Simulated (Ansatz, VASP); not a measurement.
**One calculation of Cs2SnI6, two programs**

Contents of POSCAR:

```
Cs2SnI6
1.0
    0.0000000000      5.9203886531      5.9203886531
    5.9203886531      0.0000000000      5.9203886531
    5.9203886531      5.9203886531      0.0000000000
Cs Sn I
2 1 6
Direct
    0.2500000000      0.2500000000      0.2500000000
    0.7500000000      0.7500000000      0.7500000000
    0.0000000000      0.0000000000      0.0000000000
    0.2436476375      0.7563523625      0.7563523625
    0.2436476375      0.7563523625      0.2436476375
    0.7563523625      0.2436476375      0.7563523625
    0.7563523625      0.2436476375      0.2436476375
    0.7563523625      0.7563523625      0.2436476375
    0.2436476375      0.2436476375      0.7563523625
```

INCAR.step1

```
ALGO     = Normal         # electronic algorithm
EDIFF    = 1E-5           # SCF threshold, eV
ENCUT    = 400            # plane-wave cutoff, eV
GGA      = PE             # functional
GGA_COMPAT= F            
ISIF     = 2              # what is computed and relaxed
ISMEAR   = 0              # smearing method
LASPH    = T              # aspherical terms in the spheres
LCHARG   = F              # write CHGCAR
LREAL    = F              # projectors in reciprocal space
LWAVE    = T              # write WAVECAR
NBANDS   = 47             # bands
NELM     = 120            # most SCF steps
PREC     = Accurate       # precision mode
SIGMA    = 0.01           # smearing width, eV
```

File INCAR.step2:

```
AEXX     = 0.25           # exact-exchange fraction
ALGO     = Normal         # electronic algorithm
EDIFF    = 1E-6           # SCF threshold, eV
ENCUT    = 400            # plane-wave cutoff, eV
GGA      = PE             # functional
GGA_COMPAT= F            
ISIF     = 2              # what is computed and relaxed
ISMEAR   = 0              # smearing method
ISTART   = 1            
LASPH    = T              # aspherical terms in the spheres
LCHARG   = F              # write CHGCAR
LHFCALC  = T              # exact exchange
LREAL    = F              # projectors in reciprocal space
LWAVE    = F              # write WAVECAR
NBANDS   = 47             # bands
NELM     = 120            # most SCF steps
PREC     = Accurate       # precision mode
PRECFOCK = Fast         
SIGMA    = 0.01           # smearing width, eV
```

File KPOINTS:

```
k-points
0
Gamma
  2 2 2
```

Input for Ansatz:

```yaml
crystal:
  lattice:
    - [0.0, 5.9203886531, 5.9203886531]
    - [5.9203886531, 0.0, 5.9203886531]
    - [5.9203886531, 5.9203886531, 0.0]
  atoms:
    - { symbol: Cs, position: [0.25, 0.25, 0.25] }
    - { symbol: Cs, position: [0.75, 0.75, 0.75] }
    - { symbol: Sn, position: [0.0, 0.0, 0.0] }
    - { symbol: I, position: [0.2436476375, 0.7563523625, 0.7563523625] }
    - { symbol: I, position: [0.2436476375, 0.7563523625, 0.2436476375] }
    - { symbol: I, position: [0.7563523625, 0.2436476375, 0.7563523625] }
    - { symbol: I, position: [0.7563523625, 0.2436476375, 0.2436476375] }
    - { symbol: I, position: [0.7563523625, 0.7563523625, 0.2436476375] }
    - { symbol: I, position: [0.2436476375, 0.2436476375, 0.7563523625] }
kpoints:
  mp_grid: { grid: [2, 2, 2] }
  band_path:
    path:
      - [0.0, 0.0, 0.0]
      - [0.5, 0.0, 0.5]
      - [0.625, 0.25, 0.625]
      - [0.375, 0.375, 0.75]
      - [0.5, 0.5, 0.5]
      - [0.5, 0.25, 0.75]
    npoints: 1
hamiltonian:
  xc: pbe0
scf:
  occupations: { method: fixed }
  n_extra_bands: 6
output:
  forces: true
  stress: true
  eigenvalues: true
  write_density: true
  write_potential: true
  elf: true
  volumetric_format: npy
```

Alike in both runs: task single point; functional PBE0; k mesh 2 × 2 × 2; no spin polarisation.

```csv
,VASP,Ansatz
version,VASP 6.6.1,Ansatz 0.2.0
potentials or method,"VASP PAW PBE potentials, release 64 (Cs_sv, Sn_d, I)","plane waves, PAW"
plane-wave cutoff (eV),400,420
occupations,"gaussian, width 0.01 eV",fixed
valence electrons in the cell,74,134
```

|  | VASP | Ansatz | Ansatz less VASP |
| --- | --- | --- | --- |
| gap on the k mesh at the Fermi level (eV) | 1.70 | 1.65 | -0.045 |
| pressure (GPa) | -0.1 | 0.0 | +0.11 |
| rms of the force components (eV/Å) | 0.103 | 0.101 | -0.0016 |

Atom by atom the forces differ by 0.002 eV/Å (rms over components). VASP's potentials hold 74 valence electrons a cell and Ansatz's 134, so a difference there can come from the potentials and not from the codes. Ansatz's warnings: stress exchange threshold loose, stress scf threshold loose.

The k mesh is coarse, so the values compare programs but aren't converged. Spin-orbit coupling is off throughout.
